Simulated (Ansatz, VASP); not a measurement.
# ZnSe: VASP beside Ansatz

```
Zn Se
1.0
     0.00000    2.81660    2.81660
     2.81660    0.00000    2.81660
     2.81660    2.81660    0.00000
Zn Se
1 1
Cartesian
  0.0000 0.0000 0.0000
  1.4083 1.4083 1.4083
```

Alike in both runs: functional PBEsol; k mesh 8 × 8 × 8; no spin polarisation.

Ansatz relaxed the structure, and its values are those at the end. VASP's run is a single point on that final structure, the one shown.

|  | VASP | Ansatz |
| --- | --- | --- |
| version | VASP 6.6.1 | Ansatz 0.2.0 |
| potentials or method | VASP PAW PBE potentials, release 64 (Zn, Se), cutoff 520 eV | scalar-relativistic, plane waves, PAW |
| occupations | gaussian, width 0.01 eV | fixed |
| valence electrons in the cell | 18 | 28 |

Ansatz gave:

| Quantity | Value |
| --- | --- |
| gap on the k mesh at the Fermi level (eV) | 1.24 |
| least direct gap on the mesh (eV) | 1.24 |
| pressure (GPa) | 0.0 |

Q: Estimate VASP's values.

A: gap on the k mesh at the Fermi level (eV): 1.24; least direct gap on the mesh (eV): 1.24; pressure (GPa): 0.3.

VASP's potentials were made for PBE, not for PBEsol. VASP's potentials hold 18 valence electrons a cell and Ansatz's 28, so a difference there can come from the potentials and not from the codes.
